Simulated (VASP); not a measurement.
# FeO (P1) in VASP: single point with PBE+U

Aim: the single point of FeO with PBE+U.

Program: VASP 6.6.1. These are calculated values, not measurements. Logs are shortened: lines on timing, memory, paths and dates and some standing lists are left out, and cuts for length are marked.

### 1 The cell of the first run

The typed cell holds 4 atoms: a = 5.303 Å, b = 5.303 Å, c = 5.303 Å, α = 33.56°, β = 33.56°, γ = 33.56°.

### 2 Single point, PBE+U, collinear spin, antiferromagnetic start

Input file INCAR:

```
ALGO = Normal
EDIFF = 1E-6
ENCUT = 520
GGA = PE
ISIF = 2
ISMEAR = -1
ISPIN = 2
ISYM = 0
LASPH = T
LCHARG = T
LDAU = T
LDAUJ = 0 0
LDAUL = 2 -1
LDAUPRINT = 1
LDAUTYPE = 2
LDAUU = 5.3 0
LELF = T
LMAXMIX = 4
LORBIT = 11
LREAL = F
LVHAR = T
LWAVE = F
MAGMOM = 4.4 -4.4 0 0
NBANDS = 26
NELM = 150
PREC = Accurate
SIGMA = 0.1
```

Input file KPOINTS:

```
k-points
0
Gamma
  4 4 4
```

Input file POSCAR:

```
FeO
1.0
    4.3300000000      2.1650000000      2.1650000000
    2.1650000000      4.3300000000      2.1650000000
    2.1650000000      2.1650000000      4.3300000000
Fe O
2 2
Direct
    0.0046359000     -0.0112080000      0.0066951000
    0.5053065000      0.4885428000      0.5055458000
    0.2496972000      0.2541545000      0.2415893000
    0.7557636000      0.7456024000      0.7536558000
```

Potentials or basis: VASP PAW PBE potentials, release 64 (Fe, O).

Run with:

```console
$ cat potpaw_PBE.64/Fe/POTCAR potpaw_PBE.64/O/POTCAR > POTCAR
$ mpirun -np 1 vasp_std > vasp.out
```

OUTCAR:

```text
EDIFF = 1E-6
   ENCUT = 520
   GGA = PE
   ISIF = 2
   ISMEAR = -1
   ISPIN = 2
   ISYM = 0
   LASPH = T
   LORBIT = 11
   LREAL = F
   NELM = 150
   PREC = Accurate

 ion  position               nearest neighbor table
   1  0.005  0.989  0.007-   3 2.14   4 2.17   4 2.18   3 2.19   4 2.19   3 2.21   2 3.06   2 3.06
                             2 3.06   2 3.06   2 3.06   2 3.07
   2  0.505  0.489  0.506-   3 2.13   4 2.14   3 2.14   4 2.15   4 2.16   3 2.19   1 3.06   1 3.06
                             1 3.06   1 3.06   1 3.06   1 3.07
   3  0.250  0.254  0.242-   2 2.13   1 2.14   2 2.14   1 2.19   2 2.19   1 2.21
   4  0.756  0.746  0.754-   2 2.14   2 2.15   2 2.16   1 2.17   1 2.18   1 2.19

IMPORTANT INFORMATION: All symmetrisations will be switched off!
NOSYMM: (Re-)initialisation of all symmetry stuff for point group C_1.

----------------------------------------------------------------------------------------

                                     Primitive cell

  volume of cell :      40.5914

  direct lattice vectors                    reciprocal lattice vectors
     4.330000000  2.165000000  2.165000000     0.346420323 -0.115473441 -0.115473441
     2.165000000  4.330000000  2.165000000    -0.115473441  0.346420323 -0.115473441
     2.165000000  2.165000000  4.330000000    -0.115473441 -0.115473441  0.346420323

  length of vectors
     5.303145293  5.303145293  5.303145293     0.382982077  0.382982077  0.382982077

  position of ions in fractional coordinates (direct lattice)
     0.004635900  0.988792000  0.006695100
     0.505306500  0.488542800  0.505545800
     0.249697200  0.254154500  0.241589300
     0.755763600  0.745602400  0.753655800

  ion indices of the primitive-cell ions
   primitive index   ion index
                 1           1
                 2           2
                 3           3
                 4           4

----------------------------------------------------------------------------------------

[... 170 lines left out ...]
  o =  0.1152  v =  0.0107 -0.0121  0.9100  0.0085 -0.4142  0.0000  0.0000  0.0000  0.0000  0.0000      0.0000  0.0000  0.0000  0.0000  0.0000  0.0000  0.0000  0.0000  0.0000  0.0000
  o =  0.9576  v = -0.7395  0.6729  0.0134 -0.0073 -0.0096  0.0000  0.0000  0.0000  0.0000  0.0000      0.0000  0.0000  0.0000  0.0000  0.0000  0.0000  0.0000  0.0000  0.0000  0.0000
  o =  0.9675  v =  0.0000  0.0000  0.0000  0.0000  0.0000 -0.7483  0.6631 -0.0164  0.0015  0.0067      0.0000  0.0000  0.0000  0.0000  0.0000  0.0000  0.0000  0.0000  0.0000  0.0000
  o =  0.9720  v =  0.0000  0.0000  0.0000  0.0000  0.0000  0.6577  0.7426  0.0003 -0.1262  0.0024      0.0000  0.0000  0.0000  0.0000  0.0000  0.0000  0.0000  0.0000  0.0000  0.0000
  o =  0.9750  v =  0.0000  0.0000  0.0000  0.0000  0.0000  0.0848  0.0934 -0.0130  0.9918 -0.0163      0.0000  0.0000  0.0000  0.0000  0.0000  0.0000  0.0000  0.0000  0.0000  0.0000
  o =  1.0187  v =  0.0000  0.0000  0.0000  0.0000  0.0000  0.0001 -0.0004 -0.3978 -0.0203 -0.9172      0.0000  0.0000  0.0000  0.0000  0.0000  0.0000  0.0000  0.0000  0.0000  0.0000
  o =  1.0231  v =  0.0000  0.0000  0.0000  0.0000  0.0000 -0.0124  0.0127  0.9172  0.0054 -0.3979      0.0000  0.0000  0.0000  0.0000  0.0000  0.0000  0.0000  0.0000  0.0000  0.0000

 number of electron      28.0000005 magnetization      -0.0000005

 Free energy of the ion-electron system (eV)
  ---------------------------------------------------
  ext. energy  EPLUGINS =         0.00000000
  ---------------------------------------------------
  free energy    TOTEN  =       -26.67685616 eV

  energy without entropy =      -26.67685293  energy(sigma->0) =      -26.67685455

 E-fermi :   5.5778     XC(G=0): -11.9818

 val. band max:        4.3905415958   @ k =   0.5000  -0.0000   0.5000
 cond. band min:       6.5778746015   @ k =   0.0000   0.0000   0.0000
 fundamental gap:      2.1873330057
 Fermi energy:         5.5777656616

 spin component 1

 k-point     1 :       0.0000    0.0000    0.0000
  band No.  band energies     occupation
      1     -14.0936      1.00000
      2     -12.9346      1.00000
      3      -2.5383      1.00000
      4      -1.5201      1.00000
      5      -1.0823      1.00000
      6      -0.5020      1.00000
[... 1385 lines left out ...]
     25      20.2976      0.00000
     26      20.8444      0.00000

 [... further k-points ...]

------------------------ aborting loop because EDIFF is reached ----------------------------------------

  FORCE on cell =-STRESS in cart. coord.  units (eV):
  Direction    XX          YY          ZZ          XY          YZ          ZX
  --------------------------------------------------------------------------------------
  -------------------------------------------------------------------------------------
  Total        1.4445327      0.9742763      1.3029190      0.1512678      0.1412479      0.2920888
  in kB       57.0169885     38.4555504     51.4273678      5.9706758      5.5751802     11.5290043
  external PRESSURE =      48.9666356 kB  Pullay stress =       0.0000000 kB

 VOLUME and BASIS-vectors are now :
 -----------------------------------------------------------------------------
  energy-cutoff  :      520.00
  volume of cell :       40.59
      direct lattice vectors                 reciprocal lattice vectors
     4.330000000  2.165000000  2.165000000     0.346420323 -0.115473441 -0.115473441
     2.165000000  4.330000000  2.165000000    -0.115473441  0.346420323 -0.115473441
     2.165000000  2.165000000  4.330000000    -0.115473441 -0.115473441  0.346420323

 POSITION                                       TOTAL-FORCE (eV/Angst)
 -----------------------------------------------------------------------------------
      2.17530      4.30600      2.17976        -0.016685      0.055366     -0.094537
      4.34018      4.30389      4.34070        -0.019080      0.176168     -0.067443
      2.15447      2.16412      2.13692         0.137744      0.311794      0.195001
      6.51835      6.49635      6.51379        -0.101979     -0.543328     -0.033021
 -----------------------------------------------------------------------------------
    total drift:                                0.000003     -0.000017      0.000049

  FREE ENERGIE OF THE ION-ELECTRON SYSTEM (eV)
  ---------------------------------------------------
  free  energy   TOTEN  =       -26.6768561617 eV

  energy  without entropy=      -26.6768529331  energy(sigma->0) =      -26.67685455

 total charge

# of ion       s       p       d       tot
------------------------------------------
    1        0.285   0.348   6.135   6.768
    2        0.292   0.368   6.154   6.814
    3        1.551   3.470   0.000   5.022
    4        1.551   3.471   0.000   5.022
--------------------------------------------------
tot          3.680   7.657  12.288  23.626

 magnetization (x)

# of ion       s       p       d       tot
------------------------------------------
    1        0.015   0.013   3.726   3.754
    2       -0.016  -0.014  -3.727  -3.757
    3       -0.001   0.001   0.000   0.001
    4       -0.001   0.001   0.000  -0.000
--------------------------------------------------
tot         -0.002   0.001  -0.001  -0.002
```

OSZICAR:

```text
N       E                     dE             d eps       ncg     rms          rms(c)
DAV:   1     0.242995298569E+03    0.24300E+03   -0.13066E+04  3872   0.128E+03
DAV:   2    -0.186127965036E+01   -0.24486E+03   -0.22139E+03  3810   0.308E+02
DAV:   3    -0.299217547121E+02   -0.28060E+02   -0.27073E+02  4456   0.122E+02
DAV:   4    -0.305439021799E+02   -0.62215E+00   -0.61981E+00  4120   0.188E+01
[... 12 lines left out ...]
DAV:  76    -0.266768530853E+02   -0.34922E-06   -0.87657E-05  4716   0.510E-02    0.513E-03
DAV:  77    -0.266768541611E+02   -0.10758E-05   -0.12857E-04  5310   0.618E-02    0.388E-03
DAV:  78    -0.266768552955E+02   -0.11344E-05   -0.11408E-05  3902   0.186E-02    0.270E-03
DAV:  79    -0.266768558437E+02   -0.54820E-06   -0.52210E-05  4306   0.408E-02    0.184E-03
DAV:  80    -0.266768561617E+02   -0.31803E-06   -0.44647E-06  2664   0.154E-02
   1 F= -.26676856E+02 E0= -.26676855E+02  d E =-.322865E-05  mag=    -0.0000
```

stdout:

```text
POSCAR found type information on POSCAR FeO
 POSCAR found :  2 types and       4 ions
 scaLAPACK will be used
 LDA part: xc-table for (Slater+PW92), standard interpolation
 POSCAR, INCAR and KPOINTS ok, starting setup
 FFT: planning ... GRIDC
 FFT: planning ... GRID_SOFT
 FFT: planning ... GRID
 WAVECAR not read
 entering main loop
```

Run time: 26 min. Hardware: 1 thread of AMD EPYC 7R13 (Zen 3), shared host; peak memory 0.29 GiB.

Results:

```
Free energy                                           : -26.6769 eV
Pressure                                              : 4.9 GPa
Largest force                                         : 0.554 eV/Å
Band gap on the k mesh                                : 2.19 eV
Net moment                                            : 0.00 μB per cell
Site moments                                          : Fe +3.75, -3.76; O +0.00, -0.00 μB
Valence electrons inside the program's atomic spheres : Fe 6.77, 6.81; O 5.02
```

Forces on the atoms (eV/Å):
```
Fe  -0.017  0.055 -0.095
Fe  -0.019  0.176 -0.067
O    0.138  0.312  0.195
O   -0.102 -0.543 -0.033
```

Stress tensor (GPa, compression positive):
```
5.70 0.60 1.15
0.60 3.85 0.56
1.15 0.56 5.14
```

Eigenvalues of the final occupation matrices:
```
    site  spin  trace               eigenvalues
site 1 d     1   4.95  0.97 0.97 0.97 1.01 1.02
site 1 d     2   1.21  0.03 0.03 0.09 0.11 0.96
site 2 d     1   1.22  0.03 0.03 0.10 0.12 0.96
site 2 d     2   4.96  0.97 0.97 0.97 1.02 1.02
```

Caveat: the k points lie up to 0.60 Å⁻¹ apart.
